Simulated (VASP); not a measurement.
Here is a VASP 6.6.1 calculation.

Contents of INCAR:

```
SYSTEM = Sn23O47
PREC = Accurate
ENCUT = 520
EDIFF = 1E-6
ISMEAR = -1
SIGMA = 0.05
LREAL = Auto
LASPH = .TRUE.
NELM = 60
ALGO = Normal
ISIF = 2
LWAVE = .FALSE.
LCHARG = .FALSE.
GGA = PS
NBANDS = 343
ISYM = 0
NCORE = 4
```

KPOINTS

```
Automatic mesh
0
Gamma
  1 1 1
  0.25 0.25 0.25
```

File POSCAR:

```
Sn23O47
1.0
    9.5380920000      0.0000000000      0.0000000000
    0.0000000000      9.5380920000      0.0000000000
    0.0000000000      0.0000000000      9.6363030000
Sn O
23 47
Direct
    0.9976750000      0.9980320000      0.0019870000
    0.9995010000      0.9998520000      0.3343450000
    0.0024850000      0.0028790000      0.6646690000
    0.0009850000      0.4997510000      0.0008580000
    0.0005220000      0.4996800000      0.3341510000
    0.9990860000      0.4982540000      0.6670900000
    0.4993490000      0.0013960000      0.0008580000
    0.4993050000      0.0009040000      0.3341500000
    0.4978880000      0.9994560000      0.6670900000
    0.4851880000      0.4855790000      0.0027730000
    0.4999640000      0.5003460000      0.6631240000
    0.2448510000      0.2452370000      0.1719480000
    0.2567370000      0.2571030000      0.4966860000
    0.2456820000      0.2460630000      0.8324280000
    0.2560840000      0.7491850000      0.1665600000
    0.2503280000      0.7481070000      0.5001650000
    0.2498640000      0.7487460000      0.8339600000
    0.7488190000      0.2564610000      0.1665470000
    0.7477300000      0.2507170000      0.5001570000
    0.7483580000      0.2502420000      0.8339520000
    0.7502910000      0.7506590000      0.1834210000
    0.7431450000      0.7435110000      0.4976220000
    0.7626550000      0.7630250000      0.8193400000
    0.1499880000      0.1503220000      0.0004860000
    0.1490320000      0.1493420000      0.3368050000
    0.1536200000      0.1539660000      0.6643170000
    0.1551810000      0.6505450000      0.0009550000
    0.1543340000      0.6524090000      0.3302620000
    0.1470480000      0.6553250000      0.6698540000
    0.6501600000      0.1555670000      0.0009590000
    0.6519730000      0.1547760000      0.3302370000
    0.6549670000      0.1474130000      0.6698400000
    0.6503330000      0.6507230000      0.3347660000
    0.6553960000      0.6557920000      0.6715830000
    0.3388030000      0.3391220000      0.0022400000
    0.3447780000      0.3452110000      0.3275920000
    0.3458590000      0.3462920000      0.6711960000
    0.3362100000      0.8599590000      0.9965610000
    0.3433000000      0.8514040000      0.3338710000
    0.3405840000      0.8527750000      0.6698000000
    0.8595840000      0.3365720000      0.9965530000
    0.8509900000      0.3437110000      0.3338590000
    0.8523850000      0.3409690000      0.6697900000
    0.8314110000      0.8317580000      0.0042720000
    0.8489760000      0.8493300000      0.3394870000
    0.8497450000      0.8501530000      0.6551380000
    0.0950460000      0.4031330000      0.1671000000
    0.0976840000      0.4043260000      0.5009220000
    0.0983750000      0.4057080000      0.8337270000
    0.0917140000      0.8971970000      0.1656590000
    0.0975260000      0.9017650000      0.5004830000
    0.0863010000      0.8959250000      0.8347410000
    0.6356880000      0.4353680000      0.1348560000
    0.6015190000      0.3988740000      0.5131790000
    0.5997860000      0.4095440000      0.8359120000
    0.5962020000      0.9005450000      0.1652780000
    0.5952300000      0.9033020000      0.5009610000
    0.5946240000      0.8953760000      0.8368140000
    0.4027680000      0.0954530000      0.1671150000
    0.4039960000      0.0980980000      0.5009290000
    0.4053540000      0.0987930000      0.8337070000
    0.4349840000      0.6360160000      0.1349230000
    0.3984840000      0.6019020000      0.5131810000
    0.4091820000      0.6001800000      0.8359140000
    0.8968690000      0.0920960000      0.1656640000
    0.9013930000      0.0979140000      0.5004510000
    0.8955700000      0.0867090000      0.8347530000
    0.9001510000      0.5965650000      0.1652860000
    0.9029290000      0.5956020000      0.5009780000
    0.8949900000      0.5950020000      0.8367910000
```

Potentials or basis: VASP PAW PBE potentials, release 64 (Sn_d, O).

Command:

```sh
$ cat potpaw_PBE.64/Sn_d/POTCAR potpaw_PBE.64/O/POTCAR > POTCAR
$ mpirun -np 4 vasp_std > vasp.out
```

Problem. Estimate the largest force.

Solution. 0.099 eV/Å.

Problem. Predict the pressure.

Solution. 1.2 GPa.

Stress tensor (GPa, compression positive):
```
0.85 1.06 0.02
1.06 0.85 0.02
0.02 0.02 2.02
```

Caveat: the k points lie up to 0.66 Å⁻¹ apart; the PAW data sets were made with another functional, which shifts forces and pressure a little.
